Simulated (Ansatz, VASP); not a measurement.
One calculation of Yb, two programs

File INCAR:

```
SYSTEM = Yb
ALGO = Fast ; EDIFF = 1E-7
ENCUT = 520 ; GGA = PE
ISIF = 2 ; ISMEAR = 0
LASPH = .TRUE. ; LCHARG = .FALSE.
LREAL = .FALSE. ; LWAVE = .FALSE.
NBANDS = 18 ; NELM = 80
PREC = Accurate ; SIGMA = 0.15
```

Contents of KPOINTS:

```
k-points
0
G
  16 16 16
  0 0 0
```

The input POSCAR:

```
Yb
1.0
    0.0000000000      2.7833474845      2.2077512247
    2.7833474845      0.0000000000      2.2077512247
    2.7833474845      2.7833474845      0.0000000000
Yb
1
Direct
    0.0000000000      0.0000000000      0.0000000000
```

Input for Ansatz:

```yaml
crystal:
  lattice:
    - [0.0, 2.7833474845, 2.2077512247]
    - [2.7833474845, 0.0, 2.2077512247]
    - [2.7833474845, 2.7833474845, 0.0]
  atoms:
    - { symbol: Yb, position: [0.0, 0.0, 0.0] }
basis:
  ecutwfc: 420
kpoints:
  mp_grid: { grid: [16, 16, 16] }
hamiltonian:
  xc: pbe
scf:
  occupations: { method: gaussian, width: 0.15 }
output:
  forces: true
  stress: true
  eigenvalues: true
```

Alike in both runs: task single point; functional PBE; k mesh 16 × 16 × 16; occupations gaussian, width 0.15 eV; no spin polarisation.

```csv
,VASP,Ansatz
version,VASP 6.6.1,Ansatz 0.2.0
potentials or method,"VASP PAW PBE potentials, release 64 (Yb), cutoff 520 eV","scalar-relativistic, plane waves, PAW"
valence electrons in the cell,24,24
```

Ansatz gave:

| Quantity | Value |
| --- | --- |
| gap on the k mesh at the Fermi level (eV) | none |
| pressure (GPa) | 0.3 |
| traceless stress, the component that is largest in VASP (GPa) | -0.39 |

Question: Which values does VASP return?

Answer: gap on the k mesh at the Fermi level (eV): none; pressure (GPa): 1.0; traceless stress, the component that is largest in VASP (GPa): -0.40.

A gap of «none» marks a metal or a gap that the smearing closes.

Neither program's run includes spin-orbit coupling.
